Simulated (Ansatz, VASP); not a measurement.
**Two plane-wave programs on Ag3Cl2**

```
Ag Cl
1.0
     3.55036    0.00000    0.00000
    -1.77518    3.07470    0.00000
     0.00000    0.00000    9.59449
Ag Cl
3 2
Direct
  0.00000 0.00000 0.00000
  0.33333 0.66667 0.60288
  0.66667 0.33333 0.39712
  0.33333 0.66667 0.19225
  0.66667 0.33333 0.80775
```

Alike in both runs: functional PBE; k mesh 12 × 12 × 4; occupations gaussian, width 0.1 eV; no spin polarisation.

Ansatz relaxed the structure, and its values are those at the end. VASP's run is a single point on that final structure, the one shown.

|  | VASP | Ansatz |
| --- | --- | --- |
| version | VASP 6.6.1 | Ansatz 0.2.0 |
| potentials or method | VASP PAW PBE potentials, release 64 (Ag, Cl), cutoff 520 eV | scalar-relativistic, plane waves, PAW |
| valence electrons in the cell | 47 | 71 |

Ansatz gave:

```
gap on the k mesh at the Fermi level (eV) : none
pressure (GPa)                            : 0.0
```

Problem. What did VASP give for the same quantities?

Solution. gap on the k mesh at the Fermi level (eV): none; pressure (GPa): -0.1.

A gap of «none» marks a metal or a gap that the smearing closes. The functional is the same, so the differences come from potentials, cutoffs and numerics. VASP's potentials hold 47 valence electrons a cell and Ansatz's 71, so a difference there can come from the potentials and not from the codes.
